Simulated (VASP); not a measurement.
Write the native input for VASP 6.6.1 that does the following.

```yaml
Task: single point
Functional: PBE
Potentials_or_basis: VASP PAW PBE potentials, release 64 (Mo_sv, Ta_pv)
Cutoff: 400 eV
k_mesh: 1 × 1 × 1, shifted
Occupations: fermi-dirac, width 0.1534 eV
Spin: no spin polarisation
Dipole_correction: no
Mended: yes
Further_INCAR_settings: LREAL = Auto; ALGO = Normal; EDIFF = 1e-06; NBANDS = 116; ISYM = -1
```

The structure of Ta7Mo9 lies in POSCAR:

```
Ta7Mo9
1.0
    6.4357620000      0.0753480000     -0.1865720000
    0.0753480000      6.5467160000      0.2328530000
   -0.1865720000      0.2328530000      6.2967750000
Mo Ta
9 7
Direct
    0.5036869964      0.7389299411      0.7290939944
    0.7745299839      0.4763639209      0.9757504183
    0.5359832146      0.7732737375      0.2440775398
    0.5145171931      0.2380192603      0.2090746458
   -0.0105980200      0.7457382149      0.1980658870
    0.2518314262      0.9465683271      0.9922611842
    0.9866552125      0.2463470033      0.2257245332
    0.2294234942      0.4963713642      0.9805200978
    0.2643225927      0.0227026067      0.4697912542
    0.0300214149      0.2526734281      0.7372280873
    0.0210331583      0.7718551933      0.7174932249
    0.4839899615      0.2912299900      0.7181238329
    0.2634974129      0.5372145504      0.4480505052
    0.7655842618      0.5189410620      0.4767557367
    0.7382985199      0.0229978203      0.4661974932
    0.7777311781      0.0219504512      0.9826377206
```

The input as run:

INCAR

```
ALGO     = Normal         # electronic algorithm
EDIFF    = 1E-6           # SCF threshold, eV
ENCUT    = 400            # plane-wave cutoff, eV
GGA      = PE             # functional
GGA_COMPAT= False        
ISIF     = 2              # what is computed and relaxed
ISMEAR   = -1             # smearing method
ISYM     = -1           
LASPH    = True           # aspherical terms in the spheres
LCHARG   = False          # write CHGCAR
LREAL    = Auto         
LWAVE    = False          # write WAVECAR
NBANDS   = 116            # bands
NELM     = 120            # most SCF steps
PREC     = Accurate       # precision mode
SIGMA    = 0.1534         # smearing width, eV
```

KPOINTS

```
explicit points
1
Reciprocal
  0.25000000   0.25000000   0.25000000 1
```

Potentials or basis: VASP PAW PBE potentials, release 64 (Mo_sv, Ta_pv).

The run is started by

```sh
$ cat potpaw_PBE.64/Mo_sv/POTCAR potpaw_PBE.64/Ta_pv/POTCAR > POTCAR
$ mpirun -np 1 vasp_std > vasp.out
```

It gave:

* Pressure: 12.0 GPa
* Largest force: 3.993 eV/Å
* Band gap on the k mesh: zero (an odd number of electrons rules out a gap without spin polarisation)

Caveat: the atoms stand as in a frame of molecular dynamics; spin-orbit coupling is left out, which moves the levels of the heavy elements.

Run time: 110 s on 1 thread of Intel(R) Xeon(R) Platinum 8259CL CPU @ 2.50GHz (Skylake/Cascade Lake), with other jobs on the host, peak memory 0.28 GiB.
